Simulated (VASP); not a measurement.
## In3AgO4: single point with PBE

In3AgO4:

```
In Ag O
1.0
     5.41278    0.00000    0.00000
     0.00000    5.41278    0.00000
     0.00000    0.00000    5.41278
In Ag O
3 1 4
Direct
  0.50000 0.00000 0.00000
  0.00000 0.50000 0.00000
  0.00000 0.00000 0.50000
  0.00000 0.00000 0.00000
  0.24329 0.24329 0.24329
  0.24329 0.75671 0.75671
  0.75671 0.75671 0.24329
  0.75671 0.24329 0.75671
```

```yaml
Program: VASP 6.6.1
Task: single point
Functional: PBE
Potentials_or_basis: VASP PAW PBE potentials, release 64 (In_d, Ag, O)
Cutoff: 520 eV
k_mesh: 4 × 4 × 4
Occupations: gaussian, width 0.1 eV
Spin: no spin polarisation
```

```yaml
Pressure: 0.2 GPa
Largest_force: 0.017 eV/Å
Band_gap_on_the_k_mesh: zero (bands 37 and 38 overlap by 0.27 eV)
```

Forces on the atoms (eV/Å):
```
In   0.000  0.000  0.000
In   0.000  0.000  0.000
In   0.000  0.000  0.000
Ag   0.000  0.000  0.000
O    0.010  0.010  0.010
O    0.010 -0.010 -0.010
O   -0.010 -0.010  0.010
O   -0.010  0.010 -0.010
```

Levels at points of the mesh, in eV from the Fermi level:
| k point | band 33 | band 34 | band 35 | band 36 | band 37 | band 38 | band 39 | band 40 | band 41 | band 42 |
| --- | --- | --- | --- | --- | --- | --- | --- | --- | --- | --- |
| (0.00, 0.00, 0.00) | -3.83 | -2.46 | -2.14 | -2.14 | -2.14 | 1.84 | 1.84 | 1.84 | 2.12 | 2.12 |
| (0.50, 0.00, 0.00) | -3.44 | -2.31 | -2.20 | -2.20 | -0.80 | -0.03 | 2.13 | 3.00 | 3.00 | 3.45 |
| (0.50, 0.50, 0.00) | -2.78 | -2.34 | -2.11 | -2.11 | 0.13 | 0.27 | 0.27 | 3.09 | 3.37 | 3.67 |
| (0.50, 0.50, 0.50) | -2.77 | -2.03 | -2.03 | -2.03 | -0.15 | -0.15 | -0.15 | 1.34 | 3.48 | 3.48 |

It took 3.2 min on 1 thread of Oxide Virtual Turin-like Processor (shared host), peak memory 0.23 GiB.

Caveat: spin-orbit coupling is left out, which moves the levels of the heavy elements.
